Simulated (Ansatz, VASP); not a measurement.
Be3ZnSe4 in VASP and in Ansatz

```
Be Zn Se
1.0
     3.75220    0.00000    0.00000
     0.00000    7.50440    0.00000
     0.00000    0.00000    5.30641
Be Zn Se
3 1 4
Direct
  0.00000 0.50000 0.00000
  0.50000 0.75000 0.50000
  0.50000 0.25000 0.50000
  0.00000 0.00000 0.00000
  0.00000 0.25000 0.25000
  0.00000 0.75000 0.25000
  0.50000 0.00000 0.75000
  0.50000 0.50000 0.75000
```

Alike in both runs: task single point; functional PBE; k mesh 4 × 2 × 4; occupations gaussian, width 0.1 eV; no spin polarisation.

|  | VASP | Ansatz |
| --- | --- | --- |
| version | VASP 6.6.1 | Ansatz 0.2.0 |
| potentials or method | VASP PAW PBE potentials, release 64 (Be, Zn, Se), cutoff 520 eV | scalar-relativistic, plane waves, PAW |
| valence electrons in the cell | 42 | 82 |

```tsv
	VASP	Ansatz	Ansatz less VASP
gap on the k mesh at the Fermi level (eV)	2.63	2.63	+0.008
least direct gap on the mesh (eV)	2.63	2.63	+0.008
pressure (GPa)	2.3	2.0	-0.23
traceless stress, the component that is largest in VASP (GPa)	-0.42	-0.42	+0.001
rms of the force components (eV/Å)	0.730	0.720	-0.0096
```

Atom by atom the forces differ by 0.010 eV/Å (rms over components). VASP's potentials hold 42 valence electrons a cell and Ansatz's 82, so a difference there can come from the potentials and not from the codes.
